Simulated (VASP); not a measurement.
Al8N7 (a cell with a defect): single point with PBE

The system is Al8N7 (a cell with a defect).

```
CELL_PARAMETERS angstrom
0.00000 0.00000 5.01796
-3.13025 -5.42174 0.00000
6.26049 0.00000 0.00000
ATOMIC_POSITIONS crystal
Al 0.01596 0.16913 0.83448
Al 0.99977 0.16596 0.33289
Al 0.00014 0.66855 0.83511
Al 0.00013 0.66855 0.33327
Al 0.49574 0.32976 0.16214
Al 0.49576 0.32979 0.66748
Al 0.50024 0.83316 0.16649
Al 0.49621 0.84023 0.67001
N 0.38078 0.16515 0.33249
N 0.38181 0.66624 0.83330
N 0.38180 0.66623 0.33276
N 0.88198 0.33351 0.16490
N 0.88198 0.33350 0.66843
N 0.88167 0.83409 0.16696
N 0.88409 0.83873 0.66929
```

| Quantity | Value |
| --- | --- |
| Program | VASP 6.6.1 |
| Task | single point |
| Functional | PBE |
| Potentials or basis | VASP PAW PBE potentials, release 64 (Al, N) |
| Cutoff | 520 eV |
| k mesh | 2 × 2 × 2 |
| Occupations | gaussian, width 0.01 eV |
| Spin | collinear spin |
| Starting moments | [0.25, 0.0, 0.0, 0.0, 0.25, 0.25, 0.0, 0.25, 0.0, 0.0, 0.0, 0.0, 0.0, 0.0, 0.0] μB |

| Item | Value |
| --- | --- |
| Pressure | -0.8 GPa |
| Largest force | 0.014 eV/Å |
| Net moment | 0.25 μB per cell |
| Site moments | Al +0.00, +0.02, +0.01; N -0.00, +0.01, +0.00 μB |
| Valence electrons inside the program's atomic spheres | Al 0.76, 0.79, 0.78, 0.77; N 3.84, 3.83, 3.82, 3.86 |

Forces on the atoms (eV/Å):
```
Al   0.000 -0.002 -0.014
Al   0.001  0.001  0.002
Al  -0.001  0.001  0.001
Al   0.001  0.001  0.001
Al   0.007 -0.009  0.003
Al  -0.009 -0.007  0.003
Al   0.000  0.001  0.000
Al   0.002  0.009  0.002
N    0.000  0.008 -0.005
N    0.006 -0.003 -0.005
N   -0.006 -0.002 -0.004
N    0.002  0.000  0.006
N   -0.001 -0.001  0.006
N    0.000  0.000 -0.004
N   -0.001  0.003  0.007
```

Stress tensor (GPa, compression positive):
```
 0.71  0.00  0.00
 0.00  0.01  0.14
 0.00  0.14 -3.00
```

Levels at points of the mesh, in eV from the Fermi level:
Spin up:
| k point | band 28 | band 29 | band 30 | band 31 | band 32 | band 33 |
| --- | --- | --- | --- | --- | --- | --- |
| (0.00, 0.00, 0.00) | -3.41 | -3.41 | 0.47 | 1.77 | 1.82 | 1.84 |
| (0.50, 0.00, 0.00) | -3.60 | -3.30 | 0.85 | 1.33 | 1.38 | 2.13 |
| (0.00, 0.50, 0.00) | -3.45 | -2.80 | -0.34 | 1.07 | 1.31 | 2.55 |
| (0.00, 0.00, 0.50) | -3.46 | -2.80 | -0.40 | 1.08 | 1.37 | 2.60 |
| (0.00, 0.50, 0.50) | -3.46 | -2.80 | -0.40 | 1.08 | 1.37 | 2.60 |
| (0.50, 0.50, 0.00) | -4.00 | -2.90 | 0.04 | 0.76 | 1.37 | 3.35 |
| (0.50, 0.00, 0.50) | -4.02 | -2.89 | -0.04 | 0.77 | 1.44 | 3.35 |
| (0.50, 0.50, 0.50) | -4.02 | -2.89 | -0.04 | 0.77 | 1.44 | 3.35 |
Spin down:
```
           k point  band 27  band 28  band 29  band 30  band 31  band 32
(0.00, 0.00, 0.00)    -3.60    -3.41    -3.40     0.53     1.85     1.90
(0.50, 0.00, 0.00)    -3.60    -3.60    -3.24     0.90     1.44     1.48
(0.00, 0.50, 0.00)    -3.50    -3.45    -2.73    -0.25     1.13     1.50
(0.00, 0.00, 0.50)    -3.50    -3.46    -2.74    -0.19     1.15     1.48
(0.00, 0.50, 0.50)    -3.50    -3.46    -2.74    -0.19     1.15     1.48
(0.50, 0.50, 0.00)    -4.03    -4.00    -2.81     0.14     0.83     1.56
(0.50, 0.00, 0.50)    -4.04    -4.01    -2.82     0.17     0.84     1.56
(0.50, 0.50, 0.50)    -4.04    -4.01    -2.82     0.17     0.84     1.56
```

Wall time 3.7 min on 1 thread of Intel Xeon 6975P-C, on a shared host, peak memory 0.38 GiB.

Caveat: the k points lie up to 0.63 Å⁻¹ apart.
